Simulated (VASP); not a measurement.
Wanted: the native input for a VASP 6.6.1 run.

```
Task                   : single point
Functional             : LDA
Potentials or basis    : VASP PAW LDA potentials, release 64 (Ti_sv, C)
Cutoff                 : 520 eV
k mesh                 : 20 × 20 × 20
Occupations            : gaussian, width 0.15 eV
Spin                   : no spin polarisation
Dipole correction      : no
Further INCAR settings : ALGO = Normal; EDIFF = 1e-07; NBANDS = 15
```

The structure of TiC lies in POSCAR:

```
TiC
1.0
    0.0000000000      2.4981555169      1.6238010860
    2.4981555169      0.0000000000      1.6238010860
    2.4981555169      2.4981555169      0.0000000000
Ti C
1 1
Direct
    0.0000000000      0.0000000000      0.0000000000
    0.5000000000      0.5000000000      0.5000000000
```

This cell differs from its parent crystal: ratio of the length along z to the lengths across it x 0.65, volume and fractional coordinates fixed.

These files were run (other wordings do the same):

INCAR

```
  PREC = Accurate
  ENCUT = 520
  EDIFF = 1E-7
  ISMEAR = 0
  SIGMA = 0.15
  LREAL = F
  LASPH = T
  NELM = 60
  ALGO = Normal
  ISIF = 2
  LWAVE = F
  LCHARG = F
  GGA = CA
  NBANDS = 15
```

KPOINTS

```
Automatic mesh
0
Gamma
  20 20 20
```

Potentials or basis: VASP PAW LDA potentials, release 64 (Ti_sv, C).

Run with:

```bash
$ cat potpaw_LDA.64/Ti_sv/POTCAR potpaw_LDA.64/C/POTCAR > POTCAR
$ mpirun -np 1 vasp_std > vasp.out
```

Results of the run:

```yaml
Pressure: 65.9 GPa
Band_gap_on_the_k_mesh: zero (bands 8 and 9 overlap by 2.16 eV)
```

Caveat: the stress differs along the axes, from -29 to 255 GPa.

It took 2.6 min on 1 thread of Intel Xeon 8259CL (shared host), peak memory 0.3 GiB.
